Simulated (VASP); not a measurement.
# Sn (I4_1/amd) in VASP: elastic constants with LDA

Aim: the elastic constants of Sn with LDA.

All numbers are computed with VASP 6.6.1; they aren't measurements. Logs are shortened: lines on timing, memory, paths and dates and some standing lists are left out, and cuts for length are marked.

**1. The cell of the first run**

The structure is tetragonal, space group I4_1/amd (No. 141). The conventional cell has a = 5.880 Å, b = 5.880 Å, c = 3.199 Å, α = 90.00°, β = 90.00°, γ = 90.00°. Within 4.0 Å of Sn (site symmetry -4m2) lie 10 Sn at 3.05 to 3.79 Å.

**2. Elastic constants, LDA**

The input, INCAR:

```
ALGO = Fast
EDIFF = 1E-8
ENCUT = 600
IBRION = 6
ISIF = 3
ISMEAR = -1
LASPH = True
LCHARG = False
LREAL = False
LWAVE = False
NELM = 60
NFREE = 2
NSW = 1
POTIM = 0.015
PREC = Accurate
SIGMA = 0.05
```

The input, KPOINTS:

```
k-points
0
Gamma
  7 7 7
```

The input, POSCAR:

```
Sn
1.0
   -2.9401404553      2.9401404553      1.5993019889
    2.9401404553     -2.9401404553      1.5993019889
    2.9401404553      2.9401404553     -1.5993019889
Sn
2
Direct
    0.0000000000      0.0000000000      0.0000000000
    0.7500000000      0.2500000000      0.5000000000
```

Potentials or basis: VASP PAW LDA potentials, release 64 (Sn_d).

Launch:

```console
$ cat potpaw_LDA.64/Sn_d/POTCAR > POTCAR
$ mpirun -np 1 vasp_std > vasp.out
```

OUTCAR:

```text
EDIFF = 1E-8
   ENCUT = 600
   IBRION = 6
   ISIF = 3
   ISMEAR = -1
   LASPH = True
   LREAL = False
   NELM = 60
   NFREE = 2
   NSW = 1
   POTIM = 0.015
   PREC = Accurate

 ion  position               nearest neighbor table
   1  0.000  0.000  0.000-   2 3.05   2 3.05   2 3.05   2 3.05
   2  0.750  0.250  0.500-   1 3.05   1 3.05   1 3.05   1 3.05

  LATTYP: Found a body centered tetragonal cell.
 ALAT       =     5.8802809106
 C/A-ratio  =     0.5439542815

  Lattice vectors:

 A1 = (  -2.9401404553,   2.9401404553,   1.5993019889)
 A2 = (   2.9401404553,  -2.9401404553,   1.5993019889)
 A3 = (   2.9401404553,   2.9401404553,  -1.5993019889)

Analysis of symmetry for initial positions (statically):
=====================================================================
 Subroutine PRICEL returns:
 Original cell was already a primitive cell.

 Routine SETGRP: Setting up the symmetry group for a
 body centered tetragonal supercell.

 Subroutine GETGRP returns: Found 16 space group operations
 (whereof  8 operations were pure point group operations)
 out of a pool of 16 trial point group operations.

The static configuration has the point symmetry D_2d.
 The point group associated with its full space group is D_4h.

Analysis of symmetry for dynamics (positions and initial velocities):
=====================================================================
 Subroutine PRICEL returns:
 Original cell was already a primitive cell.

 Routine SETGRP: Setting up the symmetry group for a
 body centered tetragonal supercell.

 Subroutine GETGRP returns: Found 16 space group operations
 (whereof  8 operations were pure point group operations)
[... 357 lines left out ...]
      5     -13.7860      2.00000
      6     -13.7802      2.00000
[... 481 lines left out ...]
      5     -13.8337      2.00000
      6     -13.7899      2.00000
[... 10 lines left out ...]
     17      13.2299      0.00000
     18      13.2563      0.00000

 [... further k-points ...]

------------------------ aborting loop because EDIFF is reached ----------------------------------------

  FORCE on cell =-STRESS in cart. coord.  units (eV):
  Direction    XX          YY          ZZ          XY          YZ          ZX
  --------------------------------------------------------------------------------------
  -------------------------------------------------------------------------------------
  Total       -1.0654274     -1.1420432     -0.8660498      0.0000000      0.0000000      0.0000000
  in kB      -30.8679531    -33.0876924    -25.0915103      0.0000000      0.0000000      0.0000000
  external PRESSURE =     -29.6823852 kB  Pullay stress =       0.0000000 kB
[... 17 lines left out ...]
  FREE ENERGIE OF THE ION-ELECTRON SYSTEM (eV)
  ---------------------------------------------------
  free  energy   TOTEN  =        -8.9833661346 eV

  energy  without entropy=       -8.9739038134  energy(sigma->0) =       -8.97863497

 INTERNAL STRAIN TENSORS FROM STRAINED CELLS
 ============================================

 INTERNAL STRAIN TENSOR FOR ION    1 for displacements in x,y,z  (eV/Angst):
          X           Y           Z          XY          YZ          ZX
  --------------------------------------------------------------------------------
  x    -0.00000    -0.00000    -0.00000     0.00000     0.00000    -1.56093
  y    -0.00000    -0.00000    -0.00000    -0.00000     1.56063     0.00000
  z    -2.58528     2.58578    -0.00000     0.00001     0.00005    -0.00011

 INTERNAL STRAIN TENSORS FROM DISPLACED ATOMS
 ============================================

 INTERNAL STRAIN TENSOR FOR ION    1 for displacements in x,y,z  (eV/Angst):
          X           Y           Z          XY          YZ          ZX
  --------------------------------------------------------------------------------
  x     0.00000     0.00000     0.00000     0.00000     0.00000    -1.48559
  y     0.00000     0.00000     0.00000     0.00000     1.48559     0.00000
  z    -2.54990     2.54990     0.00000     0.00000     0.00000     0.00000

 INTERNAL STRAIN TENSOR FOR ION    2 for displacements in x,y,z  (eV/Angst):
          X           Y           Z          XY          YZ          ZX
  --------------------------------------------------------------------------------
  x     0.00000     0.00000     0.00000     0.00000     0.00000     1.48559
  y     0.00000     0.00000     0.00000     0.00000    -1.48559     0.00000
  z     2.54990    -2.54990     0.00000     0.00000     0.00000     0.00000

 Eigenvectors and eigenvalues of the dynamical matrix
 ----------------------------------------------------

   1 f  =    3.336768 THz    20.965529 2PiTHz  111.302586 cm-1    13.799756 meV
             X         Y         Z           dx          dy          dz
      0.000000  0.000000  0.000000     0.707107    0.000000    0.000000
      0.000000  2.940140  0.799651    -0.707107    0.000000    0.000000
[... 16 lines left out ...]
   5 f  =    0.000000 THz     0.000000 2PiTHz    0.000000 cm-1     0.000000 meV
             X         Y         Z           dx          dy          dz
      0.000000  0.000000  0.000000    -0.253603    0.041001   -0.658790
      0.000000  2.940140  0.799651    -0.253603    0.041001   -0.658790

   6 f/i=    0.000000 THz     0.000000 2PiTHz    0.000002 cm-1     0.000000 meV
             X         Y         Z           dx          dy          dz
      0.000000  0.000000  0.000000    -0.267849   -0.651416    0.062567
      0.000000  2.940140  0.799651    -0.267849   -0.651416    0.062567

--------------------------------------------------------------------------------------------------------

 ELASTIC MODULI CONTR FROM IONIC RELAXATION (kBar)
 Direction    XX          YY          ZZ          XY          YZ          ZX
 --------------------------------------------------------------------------------
 XX       -4962.0857   4962.0857      0.0000      0.0000     -0.0000     -0.0000
 YY        4962.0857  -4962.0857      0.0000      0.0000      0.0000      0.0000
 ZZ           0.0000      0.0000      0.0000      0.0000      0.0000      0.0000
 XY           0.0000      0.0000      0.0000      0.0000      0.0000      0.0000
 YZ          -0.0000      0.0000      0.0000      0.0000    -23.6470      0.0000
 ZX          -0.0000      0.0000      0.0000      0.0000      0.0000    -23.6469
 --------------------------------------------------------------------------------

 TOTAL ELASTIC MODULI (kBar)
 Direction    XX          YY          ZZ          XY          YZ          ZX
 --------------------------------------------------------------------------------
 XX       -3812.3492   4975.7692    299.6748      0.0000     -0.0000     -0.0000
 YY        4975.7692  -3812.3492    299.6748      0.0000      0.0000      0.0000
 ZZ         299.6748    299.6748    847.6646      0.0000      0.0000      0.0000
 XY           0.0000      0.0000      0.0000    117.2998      0.0000      0.0000
 YZ          -0.0000      0.0000      0.0000      0.0000    217.6303      0.0000
 ZX          -0.0000      0.0000      0.0000      0.0000      0.0000    217.6303
 --------------------------------------------------------------------------------
```

Run time: 36 min. Hardware: 1 thread of Oxide Virtual Turin-like, shared host; peak memory 0.32 GiB.

What came out:

- Voigt bulk modulus: 49 GPa
- Highest phonon frequency at Γ: 111 cm⁻¹

Phonon frequencies in cm⁻¹ (negative: imaginary):
```
              q point       frequencies
(0.000, 0.000, 0.000)  0 0 0 13 111 111
```

Elastic tensor in Voigt notation (GPa, in the Cartesian axes of the cell as first typed):
```
-381  498   30    0    0    0
 498 -381   30    0    0    0
  30   30   85    0    0    0
   0    0    0   22    0    0
   0    0    0    0   22    0
   0    0    0    0    0   12
```

Clamped-ion elastic tensor (GPa):
```
115   1  30   0   0   0
  1 115  30   0   0   0
 30  30  85   0   0   0
  0   0   0  24   0   0
  0   0   0   0  24   0
  0   0   0   0   0  12
```

Caveat: the cell is under stress, which shifts elastic constants; the elastic tensor has a negative eigenvalue, so either the cell is unstable as it stands or the mesh is too thin; spin-orbit coupling is left out, which moves the levels of the heavy elements.
